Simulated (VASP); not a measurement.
# ZrN in VASP: single point with PBE+D3(BJ)

Aim: the single point of ZrN with PBE+D3(BJ).

Everything below comes from runs of VASP 6.6.1. Logs are shortened: lines on timing, memory, paths and dates and some standing lists are left out, and cuts for length are marked.

**1. The cell of the first run**

The cell holds a slab with vacuum, 24 atoms: a = 6.448 Å, b = 6.448 Å, c = 26.110 Å, α = 90.00°, β = 90.00°, γ = 120.00°.

**2. Single point, PBE+D3(BJ)**

INCAR

```
SYSTEM = ZrN
PREC = Accurate
ENCUT = 520
EDIFF = 1E-6
ISMEAR = 0
SIGMA = 0.1
LREAL = Auto
LASPH = .TRUE.
NELM = 80
ALGO = Normal
ISIF = 2
LWAVE = .FALSE.
LCHARG = .FALSE.
LDIPOL = .TRUE.
IDIPOL = 3
DIPOL = 0.5 0.5 0.433
GGA = PE
IVDW = 12
NBANDS = 120
```

KPOINTS

```
Automatic mesh
0
G
  4 4 1
  0 0 0
```

POSCAR

```
ZrN
1.0
    6.4475937654      0.0000000000      0.0000000000
   -3.2237968827      5.5837799941      0.0000000000
    0.0000000000      0.0000000000     26.1095478308
N Zr
12 12
Direct
    0.1666666667      0.3333333334      0.3064013231
    0.1666666667      0.8333333334      0.3064013231
    0.6666666667      0.3333333334      0.3064013231
    0.6666666667      0.8333333333      0.3064013231
    0.5000000000      0.5000000000      0.4072157512
    0.5000000000      0.0000000000      0.4072157512
    0.0000000000      0.5000000000      0.4072157512
    0.0000000000      0.0000000000      0.4072157512
    0.8336517226      0.6690842524      0.5086444331
    0.8336517226      0.1645674702      0.5086444331
    0.3336266643      0.6668133321      0.5093979983
    0.3319549442      0.1659774721      0.5073522380
    0.3333333333      0.1666666667      0.3568085371
    0.3333333333      0.6666666667      0.3568085371
    0.8333333333      0.1666666667      0.3568085371
    0.8333333333      0.6666666667      0.3568085371
    0.6677955707      0.3338977854      0.4591064611
    0.6670674397      0.8335337198      0.4592011193
    0.1654798275      0.3331998806      0.4593276870
    0.1654798275      0.8322799469      0.4593276870
   -0.0061131920      0.4969434040      0.5573769501
    0.0021482148      0.0010741074      0.5572965365
    0.5015957134      0.4965616376      0.5585288924
    0.5015957134      0.0050340758      0.5585288924
```

Potentials or basis: VASP PAW PBE potentials, release 64 (N, Zr_sv).

On the command line:

```sh
$ cat potpaw_PBE.64/N/POTCAR potpaw_PBE.64/Zr_sv/POTCAR > POTCAR
$ mpirun -np 1 vasp_std > vasp.out
```

OUTCAR:

```text
SYSTEM = ZrN
   PREC = Accurate
   ENCUT = 520
   EDIFF = 1E-6
   ISMEAR = 0
   LREAL = Auto
   LASPH = .TRUE.
   NELM = 80
   ISIF = 2
   GGA = PE
   IVDW = 12
 IVDW          = 12

 ion  position               nearest neighbor table
   1  0.167  0.333  0.306-  14 2.28  13 2.28  15 2.28
   2  0.167  0.833  0.306-  13 2.28  14 2.28  16 2.28
   3  0.667  0.333  0.306-  16 2.28  15 2.28  13 2.28
   4  0.667  0.833  0.306-  16 2.28  15 2.28  14 2.28
   5  0.500  0.500  0.407-  13 2.28  16 2.28  14 2.28  18 2.30  17 2.30  19 2.31
   6  0.500  0.000  0.407-  14 2.28  15 2.28  13 2.28  18 2.30  17 2.30  20 2.31
   7  0.000  0.500  0.407-  15 2.28  14 2.28  16 2.28  17 2.30  20 2.30  19 2.30
   8  0.000  0.000  0.407-  16 2.28  13 2.28  15 2.28  18 2.30  19 2.30  20 2.30
   9  0.834  0.669  0.509-  22 2.25  21 2.25  18 2.25  20 2.26  23 2.27  17 2.28
  10  0.834  0.165  0.509-  22 2.25  21 2.25  18 2.25  19 2.26  24 2.27  17 2.28
  11  0.334  0.667  0.509-  21 2.27  19 2.28  20 2.28  18 2.28  23 2.28  24 2.28
  12  0.332  0.166  0.507-  20 2.25  19 2.25  22 2.26  17 2.26  23 2.28  24 2.28
  13  0.333  0.167  0.357-   2 2.28   1 2.28   3 2.28   5 2.28   8 2.28   6 2.28  14 3.22  16 3.22
                            14 3.22  16 3.22  15 3.22  15 3.22  17 3.26  19 3.26  20 3.26
  14  0.333  0.667  0.357-   1 2.28   2 2.28   4 2.28   6 2.28   7 2.28   5 2.28  13 3.22  15 3.22
                            13 3.22  15 3.22  16 3.22  16 3.22  18 3.26  20 3.26  19 3.26
  15  0.833  0.167  0.357-   3 2.28   4 2.28   1 2.28   7 2.28   6 2.28   8 2.28  14 3.22  16 3.22
                            16 3.22  14 3.22  13 3.22  13 3.22  17 3.25  19 3.26  18 3.26
  16  0.833  0.667  0.357-   4 2.28   3 2.28   2 2.28   8 2.28   5 2.28   7 2.28  13 3.22  15 3.22
                            15 3.22  13 3.22  14 3.22  14 3.22  17 3.25  20 3.26  18 3.26
  17  0.668  0.334  0.459-  12 2.26   9 2.28  10 2.28   7 2.30   5 2.30   6 2.30  21 3.15  23 3.18
                            24 3.18  20 3.21  19 3.21  18 3.22  18 3.22  19 3.24  20 3.24  16 3.25
  18  0.667  0.834  0.459-   9 2.25  10 2.25  11 2.28   8 2.30   5 2.30   6 2.30  22 3.17  23 3.20
                            24 3.20  20 3.22  19 3.22  17 3.22  17 3.22  19 3.23  20 3.23  16 3.26
  19  0.165  0.333  0.459-  12 2.25  10 2.26  11 2.28   7 2.30   8 2.30   5 2.31  22 3.16  21 3.17
                            23 3.20  17 3.21  18 3.22  20 3.22  20 3.23  18 3.23  17 3.24  15 3.26
  20  0.165  0.832  0.459-  12 2.25   9 2.26  11 2.28   7 2.30   8 2.30   6 2.31  22 3.16  21 3.17
                            24 3.20  17 3.21  18 3.22  19 3.22  19 3.23  18 3.23  17 3.24  16 3.26
  21  0.994  0.497  0.557-  10 2.25   9 2.25  11 2.27  17 3.15  20 3.17  19 3.17  24 3.17  23 3.17
                            22 3.22  22 3.22  24 3.27  23 3.27
  22  0.002  0.001  0.557-   9 2.25  10 2.25  12 2.26  19 3.16  20 3.16  18 3.17  23 3.21  24 3.21
                            21 3.22  21 3.22  23 3.24  24 3.24
  23  0.502  0.497  0.559-   9 2.27  12 2.28  11 2.28  24 3.17  21 3.17  17 3.18  19 3.20  18 3.20
                            22 3.21  22 3.24  21 3.27  24 3.28
  24  0.502  0.005  0.559-  10 2.27  12 2.28  11 2.28  23 3.17  21 3.17  17 3.18  20 3.20  18 3.20
                            22 3.21  22 3.24  21 3.27  23 3.28

  LATTYP: Found a hexagonal cell.
 ALAT       =     6.4475937654
 C/A-ratio  =     4.0495026177

  Lattice vectors:

 A1 = (   6.4475937654,   0.0000000000,   0.0000000000)
 A2 = (  -3.2237968827,   5.5837799941,   0.0000000000)
 A3 = (   0.0000000000,   0.0000000000,  26.1095478308)

Analysis of symmetry for initial positions (statically):
=====================================================================
 Subroutine PRICEL returns:
 Original cell was already a primitive cell.

 Routine SETGRP: Setting up the symmetry group for a
 hexagonal supercell.

 Subroutine GETGRP returns: Found  2 space group operations
 (whereof  2 operations were pure point group operations)
 out of a pool of 24 trial point group operations.

The static configuration has the point symmetry C_1h.

Analysis of symmetry for dynamics (positions and initial velocities):
=====================================================================
 Subroutine PRICEL returns:
 Original cell was already a primitive cell.

 Routine SETGRP: Setting up the symmetry group for a
 hexagonal supercell.

 Subroutine GETGRP returns: Found  2 space group operations
 (whereof  2 operations were pure point group operations)
 out of a pool of 24 trial point group operations.

The dynamic configuration has the point symmetry C_1h.

 Subroutine INISYM returns: Found  2 space group operations
 (whereof  2 operations are pure point group operations),
 and found     1 'primitive' translations

----------------------------------------------------------------------------------------

                                     Primitive cell

  volume of cell :     939.9945

  direct lattice vectors                    reciprocal lattice vectors
     6.447593765  0.000000000  0.000000000     0.155096620  0.089545075  0.000000000
    -3.223796883  5.583779994  0.000000000     0.000000000  0.179090151  0.000000000
     0.000000000  0.000000000 26.109547831     0.000000000  0.000000000  0.038300165

  length of vectors
     6.447593765  6.447593765 26.109547831     0.179090151  0.179090151  0.038300165

  position of ions in fractional coordinates (direct lattice)
     0.166666667  0.333333333  0.306401323
     0.166666667  0.833333333  0.306401323
     0.666666667  0.333333333  0.306401323
     0.666666667  0.833333333  0.306401323
     0.500000000  0.500000000  0.407215751
     0.500000000  0.000000000  0.407215751
[... 16 lines left out ...]
     0.501595713  0.496561638  0.558528892
     0.501595713  0.005034076  0.558528892

  ion indices of the primitive-cell ions
   primitive index   ion index
                 1           1
                 2           2
                 3           3
                 4           4
                 5           5
                 6           6
[... 16 lines left out ...]
                23          23
                24          24

----------------------------------------------------------------------------------------

 KPOINTS: Automatic mesh

Automatic generation of k-mesh.
 Grid dimensions read from file:
 generate k-points for:    4    4    1

 Generating k-lattice:

  Cartesian coordinates                     Fractional coordinates (reciprocal lattice)
     0.038774155  0.022386269  0.000000000     0.250000000  0.000000000  0.000000000
     0.000000000  0.044772538  0.000000000     0.000000000  0.250000000  0.000000000
     0.000000000  0.000000000  0.038300165     0.000000000  0.000000000  1.000000000

  Length of vectors
     0.044772538  0.044772538  0.038300165

  Shift w.r.t. Gamma in fractional coordinates (k-lattice)
     0.000000000  0.000000000  0.000000000

 Subroutine IBZKPT returns following result:
 ===========================================

 Found      7 irreducible k-points:

 Following reciprocal coordinates:
            Coordinates               Weight
  0.000000  0.000000  0.000000      1.000000
  0.250000  0.000000  0.000000      2.000000
  0.000000  0.250000  0.000000      4.000000
  0.500000  0.000000  0.000000      1.000000
  0.000000  0.500000  0.000000      2.000000
  0.250000  0.250000  0.000000      4.000000
 -0.250000  0.500000  0.000000      2.000000
   k-points           NKPTS =      7   k-points in BZ     NKDIM =      7   number of bands    NBANDS=    120
   number of dos      NEDOS =    301   number of ions     NIONS =     24
   total plane-waves  NPLWV = 451584
   dimension x,y,z NGX =    48 NGY =   48 NGZ =  196
   dimension x,y,z NGXF=    96 NGYF=   96 NGZF=  392
   ions per type =              12  12
   NGX,Y,Z   is equivalent  to a cutoff of  12.38, 12.38, 12.48 a.u.
   NGXF,Y,Z  is equivalent  to a cutoff of  24.75, 24.75, 24.96 a.u.
 SYSTEM =  ZrN
   PREC   = accura    normal or accurate (medium, high low for compatibility)
   ISTART =      0    job   : 0-new  1-cont  2-samecut
   ICHARG =      2    charge: 1-file 2-atom 10-const
   ISPIN  =      1    spin polarized calculation?
   LNONCOLLINEAR =      F non collinear calculations
   LSORBIT =      F    spin-orbit coupling
   LASPH  =      T    aspherical Exc in radial PAW
   ENCUT  =  520.0 eV  38.22 Ry    6.18 a.u.  11.99 11.99 48.55*2*pi/ulx,y,z
   NELM   =     80;   NELMIN=  2; NELMDL= -5     # of ELM steps
   EDIFF  = 0.1E-05   stopping-criterion for ELM
   LREAL  =      T    real-space projection
   EDIFFG = 0.1E-04   stopping-criterion for IOM
   NSW    =      0    number of steps for IOM
   IBRION =     -1    ionic relax: 0-MD 1-quasi-New 2-CG
   NFREE  =      0    steps in history (QN), initial steepest desc. (CG)
   ISIF   =      2    stress and relaxation
   ISYM   =      2    0-nonsym 1-usesym 2-fastsym
   POTIM  = 0.5000    time-step for ionic-motion
   TEBEG  =    0.0;   TEEND  =   0.0 temperature during run
   PSTRESS=    0.0 pullay stress
   NELECT =     204.0000    total number of electrons
   NUPDOWN=      -1.0000    fix difference up-down
   EMIN   =  10.00;   EMAX   =-10.00  energy-range for DOS
   EFERMI =   0.00;   METHOD = LEGACY
   ISMEAR =     0;   SIGMA  =   0.10  broadening in eV -4-tet -1-fermi 0-gaus
   EFERMI_NEDOS =   21; number of points for ismear=-14 and -15
   IALGO  =     38    algorithm
   IMIX   =      4    mixing-type and parameters
     AMIX     =   0.40;   BMIX     =  1.00
     AMIX_MAG =   1.60;   BMIX_MAG =  1.00
  volume/ion in A,a.u.               =      39.17       264.31
  Fermi-wavevector in a.u.,A,eV,Ry     =   0.983807  1.859125 13.168748  0.967876
  Thomas-Fermi vector in A             =   2.114992
   LORBIT       =      0    0 simple, 1 ext, 2 COOP (PROOUT), +10 PAW based schemes
   GGA     = PE    functional components
   LHFCALC =     F    Hartree Fock is set to
   AEXX    =    0.0000 exact exchange contribution
   IVDW    =    12    specifies the selected vdW correction
   LEPSILON=     F    determine dielectric tensor
   LRPA    =     F    only Hartree local field effects (RPA)
 non-spin polarized calculation
 Gauss-broadening in eV      SIGMA  =   0.10
  energy-cutoff  :      520.00
  volume of cell :      939.99
 maximum number of plane-waves:     25352
   NGX = 23   NGY = 23   NGZ = 97

 dipolmoment           0.000000      0.000000      0.064172 electrons x Angstroem

 number of electron     204.0000024 magnetization

 dipolmoment           0.000000      0.000000     -0.762862 electrons x Angstroem

 Free energy of the ion-electron system (eV)
  ---------------------------------------------------
  ext. energy  EPLUGINS =         0.00000000
  ---------------------------------------------------
  free energy    TOTEN  =      -224.86339517 eV

  energy without entropy =     -224.73780441  energy(sigma->0) =     -224.80059979

 E-fermi :  -0.9342     XC(G=0):  -4.6540

 val. band max:       -0.9478442420   @ k =   0.0000   0.2500   0.0000
 cond. band min:      -0.9142675306   @ k =   0.2500   0.2500   0.0000
 fundamental gap:      0.0335767114
 Fermi energy:        -0.9342487754

 k-point     1 :       0.0000    0.0000    0.0000
  band No.  band energies     occupation
      1     -50.2317      2.00000
      2     -50.1176      2.00000
      3     -50.1172      2.00000
      4     -50.1135      2.00000
      5     -50.1026      2.00000
      6     -50.0506      2.00000
[... 808 lines left out ...]
    113       1.1055      0.00000
    114       1.2361      0.00000
 [bands above 114 left out]

------------------------ aborting loop because EDIFF is reached ----------------------------------------

 vacuum level on the upper side and lower side of the slab       (xc-potential included)        -1.980         1.756

 Edisp (eV)   -7.23346

 E8    (eV) :    -3.4108

  FORCE on cell =-STRESS in cart. coord.  units (eV):
  Direction    XX          YY          ZZ          XY          YZ          ZX
  --------------------------------------------------------------------------------------
  -------------------------------------------------------------------------------------
  Total      -5.40149    -5.39468   -16.46587    -0.00590     0.02198     0.03807
  in kB      -9.20659    -9.19498   -28.06531    -0.01005     0.03747     0.06489
  external pressure =      -15.49 kB  Pullay stress =        0.00 kB

 VOLUME and BASIS-vectors are now :
 -----------------------------------------------------------------------------
  energy-cutoff  :      520.00
  volume of cell :      939.99
      direct lattice vectors                 reciprocal lattice vectors
     6.447593765  0.000000000  0.000000000     0.155096620  0.089545075  0.000000000
    -3.223796883  5.583779994  0.000000000     0.000000000  0.179090151  0.000000000
     0.000000000  0.000000000 26.109547831     0.000000000  0.000000000  0.038300165

 POSITION                                       TOTAL-FORCE (eV/Angst)
 -----------------------------------------------------------------------------------
      0.00000      1.86126      8.00000        -0.002420     -0.003009      4.566078
     -1.61190      4.65315      8.00000        -0.003816     -0.000592      4.566078
      3.22380      1.86126      8.00000         0.001365      0.000788      4.564213
      1.61190      4.65315      8.00000         0.002655      0.001533      4.559705
      1.61190      2.79189     10.63222        -0.006212      0.005198      1.438656
      3.22380      0.00000     10.63222         0.001395     -0.007979      1.438656
[... 16 lines left out ...]
      1.63327      2.77269     14.58294        -0.298757      0.200164     -0.267813
      3.21786      0.02811     14.58294         0.023969     -0.358814     -0.267813
 -----------------------------------------------------------------------------------
    total drift:                               -0.001691     -0.000978      0.006050

  FREE ENERGIE OF THE ION-ELECTRON SYSTEM (eV)
  ---------------------------------------------------
  free  energy   TOTEN  =      -232.0968508577 eV

  energy  without entropy=     -231.9712600991  energy(sigma->0) =     -232.03405548

 vacuum level on the upper side and lower side of the slab         3.412         7.211
```

Wall time 31 min (1 thread of Intel Xeon Platinum 8488C (Sapphire Rapids), shared host); peak memory 1.1 GiB.

Results:

```yaml
Free_energy: -232.0969 eV
Largest_force: 6.103 eV/Å
Band_gap_on_the_k_mesh: zero (bands 102 and 103 overlap by 0.46 eV)
Dispersion_energy_per_atom: -0.301 eV
```

Forces in eV/Å, atoms in the order of the input:
```
N   -0.002 -0.003  4.566
N   -0.004 -0.001  4.566
N    0.001  0.001  4.564
N    0.003  0.002  4.560
N   -0.006  0.005  1.439
N    0.001 -0.008  1.439
N   -0.001 -0.001  1.415
N   -0.014 -0.008  1.460
N    0.006 -0.173 -0.068
N   -0.147  0.092 -0.068
N    0.002  0.001 -0.121
N    0.115  0.067  0.287
Zr   0.010  0.006 -6.050
Zr   0.018  0.010 -6.051
Zr  -0.008 -0.016 -6.103
Zr  -0.018  0.001 -6.103
Zr  -0.138 -0.080  0.131
Zr  -0.148 -0.085  0.193
Zr   0.143  0.114  0.082
Zr   0.170  0.067  0.082
Zr   0.368  0.212  0.116
Zr  -0.076 -0.044  0.199
Zr  -0.299  0.200 -0.268
Zr   0.024 -0.359 -0.268
```

Levels at points of the mesh, in eV from the Fermi level:
```tsv
k point	band 100	band 101	band 102	band 103	band 104	band 105
(0.00, 0.00, 0.00)	-0.10	0.18	0.31	0.33	0.34	0.55
(0.50, 0.00, 0.00)	-0.23	-0.22	-0.20	-0.14	-0.11	0.78
(0.00, 0.50, 0.00)	-0.23	-0.21	-0.20	-0.14	-0.11	0.77
```

The gap in the log of VASP goes by the Fermi energy; the results here count the filled bands.